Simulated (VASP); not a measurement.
# Ge (Pm-3m) in VASP: further runs

Runs on Ge. Level: PBE. Tasks: single point, relaxation of cell and atoms.

All numbers are computed with VASP 6.6.1; they aren't measurements. Logs are shortened: lines on timing, memory, paths and dates and some standing lists are left out, and cuts for length are marked.

### 1 The cell of the first run

Symmetry: Pm-3m, No. 221, cubic system. The conventional cell has a = 2.522 Å, b = 2.522 Å, c = 2.522 Å, α = 90.00°, β = 90.00°, γ = 90.00°. Ge (site symmetry m-3m) has 6 Ge at 2.52 Å within 3.3 Å.

This isn't the form of Ge at room conditions, which is diamond.

### 2 Single point, PBE

INCAR

```
ALGO = Normal ; EDIFF = 1E-6
ENCUT = 520 ; GGA = PE
ISIF = 2 ; ISMEAR = -1
LASPH = True ; LCHARG = True
LELF = True ; LREAL = False
LVHAR = True ; LWAVE = False
NBANDS = 13 ; NELM = 60
PREC = Accurate ; SIGMA = 0.05
```

KPOINTS

```
k-points
0
Gamma
  15 15 15
```

POSCAR

```
Ge
1.0
    2.5216008617      0.0000000000      0.0000000000
    0.0000000000      2.5216008617      0.0000000000
    0.0000000000      0.0000000000      2.5216008617
Ge
1
Direct
    0.0000000000      0.0000000000      0.0000000000
```

Potentials or basis: VASP PAW PBE potentials, release 64 (Ge_d).

Run with:

```sh
cat potpaw_PBE.64/Ge_d/POTCAR > POTCAR
mpirun -np 1 vasp_std > vasp.out
```

OUTCAR:

```text
EDIFF = 1E-6
   ENCUT = 520
   GGA = PE
   ISIF = 2
   ISMEAR = -1
   LASPH = True
   LREAL = False
   NELM = 60
   PREC = Accurate

 ion  position               nearest neighbor table
   1  0.000  0.000  0.000-

  LATTYP: Found a simple cubic cell.
 ALAT       =     2.5216008617

  Lattice vectors:

 A1 = (   2.5216008617,   0.0000000000,   0.0000000000)
 A2 = (   0.0000000000,   2.5216008617,   0.0000000000)
 A3 = (   0.0000000000,   0.0000000000,   2.5216008617)

Analysis of symmetry for initial positions (statically):
=====================================================================
 Subroutine PRICEL returns:
 Original cell was already a primitive cell.

 Routine SETGRP: Setting up the symmetry group for a
 simple cubic supercell.

 Subroutine GETGRP returns: Found 48 space group operations
 (whereof 48 operations were pure point group operations)
 out of a pool of 48 trial point group operations.

The static configuration has the point symmetry O_h .

Analysis of symmetry for dynamics (positions and initial velocities):
=====================================================================
 Subroutine PRICEL returns:
 Original cell was already a primitive cell.

 Routine SETGRP: Setting up the symmetry group for a
 simple cubic supercell.

 Subroutine GETGRP returns: Found 48 space group operations
 (whereof 48 operations were pure point group operations)
 out of a pool of 48 trial point group operations.

The dynamic configuration has the point symmetry O_h .

 Subroutine INISYM returns: Found 48 space group operations
 (whereof 48 operations are pure point group operations),
 and found     1 'primitive' translations

----------------------------------------------------------------------------------------

                                     Primitive cell

  volume of cell :      16.0335

  direct lattice vectors                    reciprocal lattice vectors
     2.521600862  0.000000000  0.000000000     0.396573469  0.000000000  0.000000000
     0.000000000  2.521600862  0.000000000     0.000000000  0.396573469  0.000000000
     0.000000000  0.000000000  2.521600862     0.000000000  0.000000000  0.396573469

  length of vectors
     2.521600862  2.521600862  2.521600862     0.396573469  0.396573469  0.396573469

  position of ions in fractional coordinates (direct lattice)
     0.000000000  0.000000000  0.000000000

  ion indices of the primitive-cell ions
   primitive index   ion index
                 1           1

[... 78 lines left out ...]
   ISYM   =      2    0-nonsym 1-usesym 2-fastsym
   POTIM  = 0.5000    time-step for ionic-motion
   TEBEG  =    0.0;   TEEND  =   0.0 temperature during run
   PSTRESS=    0.0 pullay stress
   NELECT =      14.0000    total number of electrons
   NUPDOWN=      -1.0000    fix difference up-down
   EMIN   =  10.00;   EMAX   =-10.00  energy-range for DOS
   EFERMI =   0.00;   METHOD = LEGACY
   ISMEAR =    -1;   SIGMA  =   0.05  broadening in eV -4-tet -1-fermi 0-gaus
   EFERMI_NEDOS =   21; number of points for ismear=-14 and -15
   IALGO  =     38    algorithm
   IMIX   =      4    mixing-type and parameters
     AMIX     =   0.40;   BMIX     =  1.00
     AMIX_MAG =   1.60;   BMIX_MAG =  1.00
  volume/ion in A,a.u.               =      16.03       108.20
  Fermi-wavevector in a.u.,A,eV,Ry     =   1.564736  2.956923 33.312501  2.448400
  Thomas-Fermi vector in A             =   2.667316
   LORBIT       =      0    0 simple, 1 ext, 2 COOP (PROOUT), +10 PAW based schemes
   GGA     = PE    functional components
   LHFCALC =     F    Hartree Fock is set to
   AEXX    =    0.0000 exact exchange contribution
   IVDW    =     0    specifies the selected vdW correction
   LEPSILON=     F    determine dielectric tensor
   LRPA    =     F    only Hartree local field effects (RPA)
 non-spin polarized calculation
  energy-cutoff  :      520.00
  volume of cell :       16.03
 maximum number of plane-waves:       449
 NGX is ok and might be reduce to    20
   NGX =  9   NGY =  9   NGZ =  9

 number of electron      13.9999990 magnetization

 Free energy of the ion-electron system (eV)
  ---------------------------------------------------
  ext. energy  EPLUGINS =         0.00000000
  ---------------------------------------------------
  free energy    TOTEN  =        -4.03374266 eV

  energy without entropy =       -4.03083181  energy(sigma->0) =       -4.03228723

 E-fermi :   8.4035     XC(G=0): -12.0220

 val. band max:        8.3989664707   @ k =   0.4000   0.4000   0.2667
 cond. band min:       8.4090196321   @ k =   0.2667   0.2667   0.1333
 fundamental gap:      0.0100531614
 Fermi energy:         8.4035386404

 k-point     1 :       0.0000    0.0000    0.0000
  band No.  band energies     occupation
      1     -16.5612      2.00000
      2     -16.5612      2.00000
      3     -16.1142      2.00000
      4     -16.1142      2.00000
      5     -16.1142      2.00000
      6      -6.2514      2.00000
      7      16.2218      0.00000
      8      16.2218      0.00000
      9      16.2218      0.00000
     10      19.3088      0.00000
     11      19.3088      0.00000
     12      23.2488      0.00000
     13      39.9206      0.00000
[... 354 lines left out ...]
  band No.  band energies     occupation
      1     -16.4683      2.00000
      2     -16.2629      2.00000
      3     -16.2524      2.00000
      4     -16.1985      2.00000
      5     -16.1464      2.00000
      6      -2.7504      2.00000
      7       5.7890      2.00000
      8      12.0322      0.00000
      9      19.5567      0.00000
     10      20.7437      0.00000
     11      23.9112      0.00000
     12      29.9531      0.00000
     13      29.9864      0.00000

 [... further k-points ...]

------------------------ aborting loop because EDIFF is reached ----------------------------------------

  FORCE on cell =-STRESS in cart. coord.  units (eV):
  Direction    XX          YY          ZZ          XY          YZ          ZX
  --------------------------------------------------------------------------------------
  -------------------------------------------------------------------------------------
  Total        2.4075369      2.4075369      2.4075369      0.0000000     -0.0000000     -0.0000000
  in kB      240.5772232    240.5772232    240.5772232      0.0000000     -0.0000000     -0.0000000
  external PRESSURE =     240.5772232 kB  Pullay stress =       0.0000000 kB

 VOLUME and BASIS-vectors are now :
 -----------------------------------------------------------------------------
  energy-cutoff  :      520.00
  volume of cell :       16.03
      direct lattice vectors                 reciprocal lattice vectors
     2.521600862  0.000000000  0.000000000     0.396573469  0.000000000  0.000000000
     0.000000000  2.521600862  0.000000000     0.000000000  0.396573469  0.000000000
     0.000000000  0.000000000  2.521600862     0.000000000  0.000000000  0.396573469

 POSITION                                       TOTAL-FORCE (eV/Angst)
 -----------------------------------------------------------------------------------
      0.00000      0.00000      0.00000         0.000000      0.000000      0.000000
 -----------------------------------------------------------------------------------
    total drift:                               -0.000000      0.000000     -0.000000

  FREE ENERGIE OF THE ION-ELECTRON SYSTEM (eV)
  ---------------------------------------------------
  free  energy   TOTEN  =        -4.0337426562 eV

  energy  without entropy=       -4.0308318064  energy(sigma->0) =       -4.03228723
```

OSZICAR:

```text
N       E                     dE             d eps       ncg     rms          rms(c)
DAV:   1     0.603878701320E+02    0.60388E+02   -0.70888E+03  3484   0.316E+03
DAV:   2     0.610582796917E+00   -0.59777E+02   -0.57024E+02  3290   0.402E+02
DAV:   3    -0.399496000102E+01   -0.46055E+01   -0.45881E+01  3495   0.672E+01
DAV:   4    -0.404704837020E+01   -0.52088E-01   -0.52082E-01  3585   0.759E+00
DAV:   5    -0.404747627902E+01   -0.42791E-03   -0.42791E-03  3555   0.738E-01    0.202E+00
DAV:   6    -0.403889387925E+01    0.85824E-02   -0.51618E-03  3902   0.181E+00    0.117E+00
DAV:   7    -0.403379435449E+01    0.50995E-02   -0.53312E-03  3744   0.141E+00    0.850E-02
DAV:   8    -0.403375059768E+01    0.43757E-04   -0.79197E-04  3770   0.711E-01    0.359E-02
DAV:   9    -0.403374401090E+01    0.65868E-05   -0.41584E-05  3895   0.157E-01    0.149E-02
DAV:  10    -0.403374287007E+01    0.11408E-05   -0.13660E-06  2700   0.146E-02    0.112E-03
DAV:  11    -0.403374265615E+01    0.21391E-06   -0.25693E-07  2080   0.876E-03
   1 F= -.40337427E+01 E0= -.40322872E+01  d E =-.291085E-02
```

Wall time 13 s (1 thread of AMD EPYC 7R13 (Zen 3), shared host); peak memory 0.11 GiB.

Results:

```yaml
Free_energy: -4.0337 eV
Pressure: 24.1 GPa
Band_gap_on_the_k_mesh: zero (bands 7 and 8 overlap by 10.56 eV)
```

Levels at points of the mesh, in eV from the Fermi level:
| k point | band 4 | band 5 | band 6 | band 7 | band 8 | band 9 | band 10 | band 11 |
| --- | --- | --- | --- | --- | --- | --- | --- | --- |
| (0.00, 0.00, 0.00) | -24.52 | -24.52 | -14.65 | 7.82 | 7.82 | 7.82 | 10.91 | 10.91 |

Caveat: the cell stands under pressure.

### 3 Relaxation of cell and atoms, PBE, target pressure 24 GPa, at which the enthalpy is minimised

INCAR

```
  PREC = Accurate
  ENCUT = 600
  EDIFF = 1E-7
  ISMEAR = -1
  SIGMA = 0.05
  LREAL = F
  LASPH = T
  NELM = 80
  ALGO = Normal
  ISIF = 3
  LWAVE = F
  LCHARG = F
  GGA = PE
  IBRION = 2
  NSW = 32
  EDIFFG = -0.005
  PSTRESS = 240.0
```

KPOINTS

```
regular mesh
0
Gamma
  15 15 15
```

POSCAR

```
Ge
1.0
    2.5213543224      0.0000000000      0.0000000000
    0.0000000000      2.5213543224      0.0000000000
    0.0000000000      0.0000000000      2.5213543224
Ge
1
Direct
    0.0000000000      0.0000000000      0.0000000000
```

Potentials or basis: VASP PAW PBE potentials, release 64 (Ge_d).

Run with:

```sh
cat potpaw_PBE.64/Ge_d/POTCAR > POTCAR
mpirun -np 1 vasp_std > vasp.out
```

It took 23 s on 1 thread of AMD EPYC 7R13 (Zen 3), shared host; peak memory 0.11 GiB.

The run converged. Its results:

| Property | Result |
| --- | --- |
| Free energy | -4.0344 eV |
| Relaxed volume | 16.04 Å³/atom |
| Relaxed cell | a = 2.522 Å, b = 2.522 Å, c = 2.522 Å, α = 90.00°, β = 90.00°, γ = 90.00° |
| Space group after relaxing (to 0.1 Å) | Pm-3m (No. 221) |
| Energy change on relaxing (the run minimises the enthalpy) | -1.3 meV/atom |
| Ionic steps | 3 |
| Pressure after relaxing | 24.0 GPa |
| Band gap on the k mesh | zero (bands 7 and 8 overlap by 10.56 eV) |

The path:
```csv
step,energy change (eV),largest force (eV/Å),pressure (GPa),volume (Å³)
1,0.0000,0.0000,24.12,16.03
2,-0.0040,0.0000,23.85,16.06
3,-0.0013,0.0000,23.99,16.04
```

Final structure:
```
Ge
1.0
     2.52181    0.00000    0.00000
     0.00000    2.52181    0.00000
     0.00000    0.00000    2.52181
Ge
1
Cartesian
  0.0000 0.0000 0.0000
```

Levels at points of the mesh, in eV from the Fermi level:
```csv
k point,band 3,band 4,band 5,band 6,band 7,band 8,band 9,band 10,band 11
"(0.00, 0.00, 0.00)",-24.52,-24.52,-24.52,-14.65,7.82,7.82,7.82,10.90,10.90
```

Caveat: the cell is relaxed towards a set pressure, so the run minimises the enthalpy, not the energy.
